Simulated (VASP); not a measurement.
# Br (I4/mmm) in VASP: single point with PBE+D3(BJ)

Aim: the single point of Br with PBE+D3(BJ).

Program: VASP 6.6.1. These are calculated values, not measurements. Logs are shortened: lines on timing, memory, paths and dates and some standing lists are left out, and cuts for length are marked.

## (1) The cell of the first run

The structure is tetragonal, space group I4/mmm (No. 139). The conventional cell has a = 2.989 Å, b = 2.989 Å, c = 7.513 Å, α = 90.00°, β = 90.00°, γ = 90.00°. Br (site symmetry 4/mmm) has 4 Br at 2.99 Å within 3.9 Å.

## (2) Single point, PBE+D3(BJ) (strain +0.050 along x and y, +0.050 along z)

INCAR

```
SYSTEM = Br
PREC     = Accurate       ! precision mode
ENCUT    = 520            ! plane-wave cutoff, eV
EDIFF    = 1E-6           ! SCF threshold, eV
ISMEAR   = 0              ! smearing method
SIGMA    = 0.15           ! smearing width, eV
LREAL    = .FALSE.        ! projectors in reciprocal space
LASPH    = .TRUE.         ! aspherical terms in the spheres
NELM     = 60             ! most SCF steps
ALGO     = Fast           ! electronic algorithm
ISIF     = 2              ! what is computed and relaxed
LWAVE    = .FALSE.        ! write WAVECAR
LCHARG   = .FALSE.        ! write CHGCAR
GGA      = PE             ! functional
IVDW     = 12             ! dispersion correction
NBANDS   = 10             ! bands
```

KPOINTS

```
regular mesh
0
G
  24 24 24
  0 0 0
```

POSCAR

```
Br
1.0
   -1.4946662902      1.4946662902      3.7563932385
    1.4946662902     -1.4946662902      3.7563932385
    1.4946662902      1.4946662902     -3.7563932385
Br
1
Direct
    0.0000000000      0.0000000000      0.0000000000
```

Potentials or basis: VASP PAW PBE potentials, release 64 (Br).

Launch:

```sh
$ cat potpaw_PBE.64/Br/POTCAR > POTCAR
$ mpirun -np 1 vasp_std > vasp.out
```

OUTCAR:

```text
SYSTEM = Br
   PREC = Accurate
   ENCUT = 520
   EDIFF = 1E-6
   ISMEAR = 0
   LREAL = .FALSE.
   LASPH = .TRUE.
   NELM = 60
   ISIF = 2
   GGA = PE
   IVDW = 12
 IVDW          = 12

 ion  position               nearest neighbor table
   1  0.000  0.000  0.000-

  LATTYP: Found a body centered tetragonal cell.
 ALAT       =     2.9893325804
 C/A-ratio  =     2.5131986070

  Lattice vectors:

 A1 = (  -1.4946662902,   1.4946662902,   3.7563932385)
 A2 = (   1.4946662902,  -1.4946662902,   3.7563932385)
 A3 = (   1.4946662902,   1.4946662902,  -3.7563932385)

Analysis of symmetry for initial positions (statically):
=====================================================================
 Subroutine PRICEL returns:
 Original cell was already a primitive cell.

 Routine SETGRP: Setting up the symmetry group for a
 body centered tetragonal supercell.

 Subroutine GETGRP returns: Found 16 space group operations
 (whereof 16 operations were pure point group operations)
 out of a pool of 16 trial point group operations.

The static configuration has the point symmetry D_4h.

Analysis of symmetry for dynamics (positions and initial velocities):
=====================================================================
 Subroutine PRICEL returns:
 Original cell was already a primitive cell.

 Routine SETGRP: Setting up the symmetry group for a
 body centered tetragonal supercell.

 Subroutine GETGRP returns: Found 16 space group operations
 (whereof 16 operations were pure point group operations)
 out of a pool of 16 trial point group operations.

The dynamic configuration has the point symmetry D_4h.

 Subroutine INISYM returns: Found 16 space group operations
 (whereof 16 operations are pure point group operations),
 and found     1 'primitive' translations

----------------------------------------------------------------------------------------

                                     Primitive cell

  volume of cell :      33.5675

  direct lattice vectors                    reciprocal lattice vectors
    -1.494666290  1.494666290  3.756393238     0.000000000  0.334522832  0.133106405
     1.494666290 -1.494666290  3.756393238     0.334522832  0.000000000  0.133106405
     1.494666290  1.494666290 -3.756393238     0.334522832  0.334522832  0.000000000

  length of vectors
     4.310283610  4.310283610  4.310283610     0.360031721  0.360031721  0.473086726

  position of ions in fractional coordinates (direct lattice)
     0.000000000  0.000000000  0.000000000

  ion indices of the primitive-cell ions
   primitive index   ion index
                 1           1

----------------------------------------------------------------------------------------

 KPOINTS: regular mesh

Automatic generation of k-mesh.
 Grid dimensions read from file:
 generate k-points for:   24   24   24

 Generating k-lattice:

  Cartesian coordinates                     Fractional coordinates (reciprocal lattice)
     0.000000000  0.013938451  0.005546100     0.041666667  0.000000000  0.000000000
     0.013938451  0.000000000  0.005546100     0.000000000  0.041666667  0.000000000
     0.013938451  0.013938451  0.000000000     0.000000000  0.000000000  0.041666667

  Length of vectors
     0.015001322  0.015001322  0.019711947

  Shift w.r.t. Gamma in fractional coordinates (k-lattice)
     0.000000000  0.000000000  0.000000000

 Subroutine IBZKPT returns following result:
 ===========================================

 Found   1063 irreducible k-points:

 Following reciprocal coordinates:
            Coordinates               Weight
  0.000000  0.000000  0.000000      1.000000
  0.041667  0.000000 -0.000000      8.000000
  0.083333  0.000000 -0.000000      8.000000
  0.125000  0.000000  0.000000      8.000000
  0.166667 -0.000000  0.000000      8.000000
  0.208333 -0.000000  0.000000      8.000000
[... 16 lines left out ...]
  0.416667  0.041667  0.000000     16.000000
  0.458333  0.041667  0.000000     16.000000
 [... further k-points ...]
   k-points           NKPTS =   1063   k-points in BZ     NKDIM =   1063   number of bands    NBANDS=     10
   number of dos      NEDOS =    301   number of ions     NIONS =      1
   total plane-waves  NPLWV =  32768
   dimension x,y,z NGX =    32 NGY =   32 NGZ =   32
   dimension x,y,z NGXF=    64 NGYF=   64 NGZF=   64
   ions per type =               1
   NGX,Y,Z   is equivalent  to a cutoff of  12.34, 12.34, 12.34 a.u.
   NGXF,Y,Z  is equivalent  to a cutoff of  24.68, 24.68, 24.68 a.u.
 SYSTEM =  Br
   PREC   = accura    normal or accurate (medium, high low for compatibility)
   ISTART =      0    job   : 0-new  1-cont  2-samecut
   ICHARG =      2    charge: 1-file 2-atom 10-const
   ISPIN  =      1    spin polarized calculation?
   LNONCOLLINEAR =      F non collinear calculations
   LSORBIT =      F    spin-orbit coupling
   LASPH  =      T    aspherical Exc in radial PAW
   ENCUT  =  520.0 eV  38.22 Ry    6.18 a.u.   8.01  8.01  8.01*2*pi/ulx,y,z
   NELM   =     60;   NELMIN=  2; NELMDL= -5     # of ELM steps
   EDIFF  = 0.1E-05   stopping-criterion for ELM
   LREAL  =      F    real-space projection
   EDIFFG = 0.1E-04   stopping-criterion for IOM
   NSW    =      0    number of steps for IOM
   IBRION =     -1    ionic relax: 0-MD 1-quasi-New 2-CG
   NFREE  =      0    steps in history (QN), initial steepest desc. (CG)
   ISIF   =      2    stress and relaxation
   ISYM   =      2    0-nonsym 1-usesym 2-fastsym
   POTIM  = 0.5000    time-step for ionic-motion
   TEBEG  =    0.0;   TEEND  =   0.0 temperature during run
   PSTRESS=    0.0 pullay stress
   NELECT =       7.0000    total number of electrons
   NUPDOWN=      -1.0000    fix difference up-down
   EMIN   =  10.00;   EMAX   =-10.00  energy-range for DOS
   EFERMI =   0.00;   METHOD = LEGACY
   ISMEAR =     0;   SIGMA  =   0.15  broadening in eV -4-tet -1-fermi 0-gaus
   EFERMI_NEDOS =   21; number of points for ismear=-14 and -15
   IALGO  =     68    algorithm
   IMIX   =      4    mixing-type and parameters
     AMIX     =   0.40;   BMIX     =  1.00
     AMIX_MAG =   1.60;   BMIX_MAG =  1.00
  volume/ion in A,a.u.               =      33.57       226.52
  Fermi-wavevector in a.u.,A,eV,Ry     =   0.970810  1.834565 12.823116  0.942472
  Thomas-Fermi vector in A             =   2.100976
   LORBIT       =      0    0 simple, 1 ext, 2 COOP (PROOUT), +10 PAW based schemes
   GGA     = PE    functional components
   LHFCALC =     F    Hartree Fock is set to
   AEXX    =    0.0000 exact exchange contribution
   IVDW    =    12    specifies the selected vdW correction
   LEPSILON=     F    determine dielectric tensor
   LRPA    =     F    only Hartree local field effects (RPA)
 non-spin polarized calculation
 RMM-DIIS sequential band-by-band and
 Gauss-broadening in eV      SIGMA  =   0.15
  energy-cutoff  :      520.00
  volume of cell :       33.57
 maximum number of plane-waves:       930
   NGX = 17   NGY = 17   NGZ = 17

 number of electron       6.9999999 magnetization

 Free energy of the ion-electron system (eV)
  ---------------------------------------------------
  ext. energy  EPLUGINS =         0.00000000
  ---------------------------------------------------
  free energy    TOTEN  =        -1.42176002 eV

  energy without entropy =       -1.41712303  energy(sigma->0) =       -1.41944152

 E-fermi :  -0.0590     XC(G=0):  -7.9930

 val. band max:       -0.0660740448   @ k =  -0.2083  -0.3333   0.0833
 cond. band min:      -0.0534616116   @ k =  -0.1667  -0.2917   0.0417
 fundamental gap:      0.0126124332
 Fermi energy:        -0.0589549058

 k-point     1 :       0.0000    0.0000    0.0000
  band No.  band energies     occupation
      1     -15.3427      2.00000
      2      -1.8174      2.00000
      3       0.7085      0.00000
      4       0.7085      0.00000
      5       5.6703      0.00000
      6      10.0569      0.00000
      7      10.0618      0.00000
      8      15.5163      0.00000
      9      15.5163      0.00000
     10      16.0226      0.00000

 k-point     2 :       0.0417    0.0000   -0.0000
  band No.  band energies     occupation
      1     -15.3261      2.00000
      2      -1.8148      2.00000
      3       0.5587      0.00000
      4       0.7188      0.00000
      5       5.7380      0.00000
      6      10.0781      0.00000
      7      10.2367      0.00000
      8      14.7471      0.00000
      9      15.5469      0.00000
     10      16.5640      0.00000

 k-point     3 :       0.0833    0.0000   -0.0000
  band No.  band energies     occupation
      1     -15.2767      2.00000
      2      -1.8069      2.00000
      3       0.1511      0.04766
      4       0.7494      0.00000
      5       5.9236      0.00000
      6      10.1333      0.00000
      7      10.7397      0.00000
      8      13.7423      0.00000
      9      15.6379      0.00000
     10      16.9857      0.00000

 k-point     4 :       0.1250    0.0000    0.0000
  band No.  band energies     occupation
      1     -15.1965      2.00000
      2      -1.7945      2.00000
      3      -0.4245      1.99943
      4       0.7986      0.00000
      5       6.1940      0.00000
      6      10.2230      0.00000
      7      11.4812      0.00000
      8      12.8021      0.00000
      9      15.7872      0.00000
     10      17.2786      0.00000
[... 222 lines left out ...]
 k-point    22 :       0.3750    0.0417    0.0000
  band No.  band energies     occupation
      1     -14.3369      2.00000
      2      -4.1107      2.00000
      3      -1.5705      2.00000
      4       1.1455      0.00000
      5       7.3095      0.00000
      6      10.9009      0.00000
      7      11.6983      0.00000
      8      14.5931      0.00000
      9      15.8476      0.00000
     10      17.2958      0.00000

 k-point    23 :       0.4167    0.0417    0.0000
  band No.  band energies     occupation
      1     -14.2247      2.00000
      2      -4.4518      2.00000
      3      -1.5200      2.00000
      4       1.2077      0.00000
      5       7.1260      0.00000
      6      11.3617      0.00000
      7      11.9835      0.00000
      8      14.3070      0.00000
      9      15.2172      0.00000
     10      17.2474      0.00000

 k-point    24 :       0.4583    0.0417    0.0000
  band No.  band energies     occupation
      1     -14.1522      2.00000
      2      -4.6631      2.00000
      3      -1.4793      2.00000
      4       1.2480      0.00000
      5       6.9951      0.00000
      6      11.7135      0.00000
      7      12.2149      0.00000
      8      14.2064      0.00000
      9      14.5896      0.00000
     10      17.0807      0.00000

 [... further k-points ...]

------------------------ aborting loop because EDIFF is reached ----------------------------------------

 Edisp (eV)   -0.21163

 E8    (eV) :    -0.0834

  FORCE on cell =-STRESS in cart. coord.  units (eV):
  Direction    XX          YY          ZZ          XY          YZ          ZX
  --------------------------------------------------------------------------------------
  -------------------------------------------------------------------------------------
  Total      -1.12480    -1.12480    -0.11196     0.00000     0.00000     0.00000
  in kB     -53.68646   -53.68646    -5.34377     0.00000     0.00000     0.00000
  external pressure =      -37.57 kB  Pullay stress =        0.00 kB

 VOLUME and BASIS-vectors are now :
 -----------------------------------------------------------------------------
  energy-cutoff  :      520.00
  volume of cell :       33.57
      direct lattice vectors                 reciprocal lattice vectors
    -1.494666290  1.494666290  3.756393238     0.000000000  0.334522832  0.133106405
     1.494666290 -1.494666290  3.756393238     0.334522832  0.000000000  0.133106405
     1.494666290  1.494666290 -3.756393238     0.334522832  0.334522832  0.000000000

 POSITION                                       TOTAL-FORCE (eV/Angst)
 -----------------------------------------------------------------------------------
      0.00000      0.00000      0.00000        -0.000000      0.000000      0.000000
 -----------------------------------------------------------------------------------
    total drift:                               -0.000000     -0.000000      0.000000

  FREE ENERGIE OF THE ION-ELECTRON SYSTEM (eV)
  ---------------------------------------------------
  free  energy   TOTEN  =        -1.6333851529 eV

  energy  without entropy=       -1.6287481608  energy(sigma->0) =       -1.63106666
```

It took 3.7 min on 1 thread of Oxide Virtual Turin-like, shared host; peak memory 0.42 GiB.

Results:

* Free energy: -1.6334 eV
* Pressure: -3.8 GPa
* Band gap on the k mesh: zero (an odd number of electrons rules out a gap without spin polarisation)
* Dispersion energy per atom: -0.212 eV

Stress tensor (GPa, compression positive):
```
-5.37  0.00  0.00
 0.00 -5.37  0.00
 0.00  0.00 -0.53
```

Levels at points of the mesh, in eV from the Fermi level:
| k point | band 2 | band 3 | band 4 | band 5 | band 6 | band 7 |
| --- | --- | --- | --- | --- | --- | --- |
| (0.00, 0.00, 0.00) | -1.76 | 0.77 | 0.77 | 5.73 | 10.12 | 10.12 |
| (0.50, 0.00, 0.00) | -4.69 | -1.41 | 1.45 | 6.97 | 11.73 | 12.37 |
| (0.50, 0.50, 0.00) | -3.62 | -3.40 | -0.43 | 6.25 | 8.80 | 12.54 |
| (0.50, 0.50, 0.50) | -3.41 | 0.65 | 0.65 | 9.08 | 9.65 | 11.05 |

Caveat: the cell differs from its parent crystal (strain +0.050 along x and y, +0.050 along z); the cell stands under tension; an odd number of electrons without spin polarisation forces a metal; a magnetic or distorted state may lie lower.
